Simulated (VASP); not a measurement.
Wanted: the native input for a VASP 6.6.1 run.

```yaml
Task: single point
Functional: PBE
Potentials_or_basis: VASP PAW PBE potentials, release 64 (Re, Zn)
Cutoff: 520 eV
k_mesh: 9 × 9 × 5
Occupations: fermi-dirac, width 0.05 eV
Spin: no spin polarisation
Dipole_correction: no
Further_INCAR_settings: ALGO = Normal; EDIFF = 1e-06; NBANDS = 16
```

The structure of ZnRe lies in POSCAR:

```
ZnRe
1.0
    2.7482183437      0.0000000000      0.0000000000
   -1.3741091718      2.3800269008      0.0000000000
    0.0000000000      0.0000000000      4.4041846800
Re Zn
1 1
Direct
    0.3333333333      0.6666666667      0.5000000000
    0.0000000000      0.0000000000      0.0000000000
```

One way to write it, as run:

INCAR

```
SYSTEM = ZnRe
  PREC = Accurate
  ENCUT = 520
  EDIFF = 1E-6
  ISMEAR = -1
  SIGMA = 0.05
  LREAL = .False.
  LASPH = .True.
  NELM = 80
  ALGO = Normal
  ISIF = 2
  LWAVE = .False.
  LCHARG = .False.
  GGA = PE
  NBANDS = 16
```

KPOINTS

```
Automatic mesh
0
Gamma
  9 9 5
  0 0 0
```

Potentials or basis: VASP PAW PBE potentials, release 64 (Re, Zn).

Launch:

```sh
$ cat potpaw_PBE.64/Re/POTCAR potpaw_PBE.64/Zn/POTCAR > POTCAR
$ mpirun -np 1 vasp_std > vasp.out
```

Results of the run:

The pressure is 2.7 GPa.

Wall time 13 s on 1 thread of Intel(R) Xeon(R) Platinum 8375C CPU @ 2.90GHz (Ice Lake), on a shared host, peak memory 0.15 GiB.
